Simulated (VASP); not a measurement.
# SiO2 (P4_2/mnm) in VASP: a series of runs, part 2 of 2

VASP 6.6.1. The steps go on from the part before.

## Step 5: Single point, PBE

This run uses another cell than the first one, of 7.69 Å³/atom.

Input file INCAR:

```
SYSTEM = SiO2
PREC = Accurate
ENCUT = 520
EDIFF = 1E-7
ISMEAR = 0
SIGMA = 0.05
LREAL = .False.
LASPH = .True.
NELM = 100
ALGO = Normal
ISIF = 2
LWAVE = .False.
LCHARG = .False.
GGA = PE
NBANDS = 25
```

Input file KPOINTS:

```
Automatic mesh
0
Gamma
  6 6 8
  0 0 0
```

Input file POSCAR:

```
SiO2
1.0
    4.1406000000      0.0000000000      0.0000000000
    0.0000000000      4.1406000000      0.0000000000
    0.0000000000      0.0000000000      2.6897743053
Si O
2 4
Direct
    0.5000000000      0.5000000000      0.5000000000
    0.0000000000      0.0000000000      0.0000000000
    0.6930127928      0.6930127928      0.0000000000
    0.1930127928      0.8069872072      0.5000000000
    0.3069872072      0.3069872072      0.0000000000
    0.8069872072      0.1930127928      0.5000000000
```

Potentials or basis: VASP PAW PBE potentials, release 64 (Si, O).

The run is started by

```bash
> cat potpaw_PBE.64/Si/POTCAR potpaw_PBE.64/O/POTCAR > POTCAR
> mpirun -np 1 vasp_std > vasp.out
```

OUTCAR:

```text
SYSTEM = SiO2
   PREC = Accurate
   ENCUT = 520
   EDIFF = 1E-7
   ISMEAR = 0
   LREAL = .False.
   LASPH = .True.
   NELM = 100
   ISIF = 2
   GGA = PE

 ion  position               nearest neighbor table
   1  0.500  0.500  0.500-   3 1.76   5 1.76   3 1.76   5 1.76   4 1.80   6 1.80
   2  0.000  0.000  0.000-   4 1.76   6 1.76   4 1.76   6 1.76   5 1.80   3 1.80
   3  0.693  0.693  0.000-   1 1.76   1 1.76   2 1.80
   4  0.193  0.807  0.500-   2 1.76   2 1.76   1 1.80
   5  0.307  0.307  0.000-   1 1.76   1 1.76   2 1.80
   6  0.807  0.193  0.500-   2 1.76   2 1.76   1 1.80

  LATTYP: Found a simple tetragonal cell.
 ALAT       =     4.1406000000
 C/A-ratio  =     0.6496097921

  Lattice vectors:

 A1 = (   4.1406000000,   0.0000000000,   0.0000000000)
 A2 = (   0.0000000000,   4.1406000000,   0.0000000000)
 A3 = (   0.0000000000,   0.0000000000,   2.6897743053)

Analysis of symmetry for initial positions (statically):
=====================================================================
 Subroutine PRICEL returns:
 Original cell was already a primitive cell.

[... 183 lines left out ...]
 cond. band min:      14.1327241712   @ k =   0.0000   0.0000   0.0000
 fundamental gap:      5.7435341762
 Fermi energy:         8.7040746666

 k-point     1 :       0.0000    0.0000    0.0000
  band No.  band energies     occupation
      1     -14.2840      2.00000
      2     -10.5398      2.00000
      3     -10.5398      2.00000
      4     -10.3333      2.00000
      5      -2.4863      2.00000
      6       2.0161      2.00000
[... 661 lines left out ...]
     24      21.1979      0.00000
     25      22.2096      0.00000

 [... further k-points ...]

------------------------ aborting loop because EDIFF is reached ----------------------------------------

  FORCE on cell =-STRESS in cart. coord.  units (eV):
  Direction    XX          YY          ZZ          XY          YZ          ZX
  --------------------------------------------------------------------------------------
  -------------------------------------------------------------------------------------
  Total        4.6922382      4.6922382      2.8188169      0.0000000      0.0000000      0.0000000
  in kB      163.0227572    163.0227572     97.9343511      0.0000000      0.0000000      0.0000000
  external PRESSURE =     141.3266218 kB  Pullay stress =       0.0000000 kB

 VOLUME and BASIS-vectors are now :
 -----------------------------------------------------------------------------
  energy-cutoff  :      520.00
  volume of cell :       46.12
      direct lattice vectors                 reciprocal lattice vectors
     4.140600000  0.000000000  0.000000000     0.241510892  0.000000000  0.000000000
     0.000000000  4.140600000  0.000000000     0.000000000  0.241510892  0.000000000
     0.000000000  0.000000000  2.689774305     0.000000000  0.000000000  0.371778405

 POSITION                                       TOTAL-FORCE (eV/Angst)
 -----------------------------------------------------------------------------------
      2.07030      2.07030      1.34489         0.000000      0.000000      0.000000
      0.00000      0.00000      0.00000         0.000000      0.000000      0.000000
      2.86949      2.86949      0.00000         0.333500      0.333500      0.000000
      0.79919      3.34141      1.34489         0.333500     -0.333500     -0.000000
      1.27111      1.27111      0.00000        -0.333500     -0.333500     -0.000000
      3.34141      0.79919      1.34489        -0.333500      0.333500      0.000000
 -----------------------------------------------------------------------------------
    total drift:                                0.000000      0.000000     -0.000000

  FREE ENERGIE OF THE ION-ELECTRON SYSTEM (eV)
  ---------------------------------------------------
  free  energy   TOTEN  =       -46.2072177032 eV

  energy  without entropy=      -46.2072177032  energy(sigma->0) =      -46.20721770
```

Wall time 72 s (1 thread of Intel Xeon 8259CL, shared host); peak memory 0.18 GiB.

What came out:

* Free energy: -46.2072 eV
* Pressure: 14.1 GPa
* Largest force: 0.472 eV/Å
* Band gap on the k mesh: 5.74 eV

Forces in eV/Å, atoms in the order of the input:
```
Si   0.000  0.000  0.000
Si   0.000  0.000  0.000
O    0.334  0.334  0.000
O    0.334 -0.334  0.000
O   -0.334 -0.334  0.000
O   -0.334  0.334  0.000
```

Caveat: the cell stands under pressure. A k mesh can miss the band edges.

## Step 6: Single point, PBE

This run uses another cell than the first one, of 7.67 Å³/atom.

Input file INCAR:

```
SYSTEM = SiO2
PREC = Accurate
ENCUT = 520
EDIFF = 1E-6
ISMEAR = 0
SIGMA = 0.05
LREAL = .False.
LASPH = .True.
NELM = 80
ALGO = Normal
ISIF = 2
LWAVE = .False.
LCHARG = .True.
GGA = PE
LELF = .True.
LVHAR = .True.
NBANDS = 25
```

Input file KPOINTS:

```
regular mesh
0
Gamma
  6 6 8
  0 0 0
```

Edit POSCAR of step 5 so:

```diff
@@ -2,5 +2,5 @@
 1.0
-    4.1406000000      0.0000000000      0.0000000000
-    0.0000000000      4.1406000000      0.0000000000
-    0.0000000000      0.0000000000      2.6897743053
+    4.2676000000      0.0000000000      0.0000000000
+    0.0000000000      4.2676000000      0.0000000000
+    0.0000000000      0.0000000000      2.5284000000
 Si O
```

Potentials or basis: VASP PAW PBE potentials, release 64 (Si, O).

The run is started by

```bash
> cat potpaw_PBE.64/Si/POTCAR potpaw_PBE.64/O/POTCAR > POTCAR
> mpirun -np 1 vasp_std > vasp.out
```

Wall time 57 s (1 thread of Intel Xeon 8259CL, shared host); peak memory 0.18 GiB.

The run converged. Its results:

```
Free energy            : -45.9015 eV
Pressure               : 20.8 GPa
Largest force          : 0.004 eV/Å
Band gap on the k mesh : 6.06 eV
```

Forces in eV/Å, atoms in the order of the input:
```
Si   0.000  0.000  0.000
Si   0.000  0.000  0.000
O   -0.003 -0.003  0.000
O   -0.003  0.003  0.000
O    0.003  0.003  0.000
O    0.003 -0.003  0.000
```

Stress tensor (GPa, compression positive):
```
 6.77  0.00  0.00
 0.00  6.77  0.00
 0.00  0.00 48.93
```

Levels at points of the mesh, in eV from the valence-band top:
```tsv
k point	band 14	band 15	band 16	band 17	band 18	band 19
(0.00, 0.00, 0.00)	-0.92	-0.92	0.00	6.06	8.05	9.67
(0.50, 0.00, 0.00)	-2.28	-1.15	-1.15	8.49	8.49	10.19
(0.50, 0.50, 0.00)	-2.48	-2.44	-2.44	8.26	8.26	11.02
(0.00, 0.00, 0.50)	-2.79	-2.67	-2.67	9.19	9.19	12.21
(0.50, 0.00, 0.50)	-2.37	-1.71	-1.71	8.85	8.85	9.43
(0.50, 0.50, 0.50)	-1.91	-1.51	-1.51	7.21	7.21	10.88
```

Caveat: the cell stands under pressure. A k mesh can miss the band edges.

## Step 7: The runs side by side

```csv
cell,gap on the mesh (eV),pressure (GPa),largest force (eV/Å)
"a = 4.172, b = 4.172, c = 2.932 Å, 6 atoms",3.68,-17.0,0.50
"a = 4.299, b = 4.299, c = 2.771 Å, 6 atoms",3.98,-16.0,0.24
"a = 4.299, b = 4.299, c = 2.448 Å, 6 atoms",6.37,31.7,0.02
"a = 4.141, b = 4.141, c = 2.690 Å, 6 atoms",5.74,14.1,0.47
"a = 4.268, b = 4.268, c = 2.528 Å, 6 atoms",6.06,20.8,-
```

Alike in all rows: task single point; level PBE; potentials or basis VASP PAW PBE potentials, release 64 (Si, O); no spin polarisation; k mesh 6 × 6 × 8; cutoff (eV) 520; smearing gaussian 0.05 eV.

Caveats: the cell stands under pressure (at least some runs); the cell stands under tension (at least some runs).

Absolute energies hang on the potentials; compare differences alone.
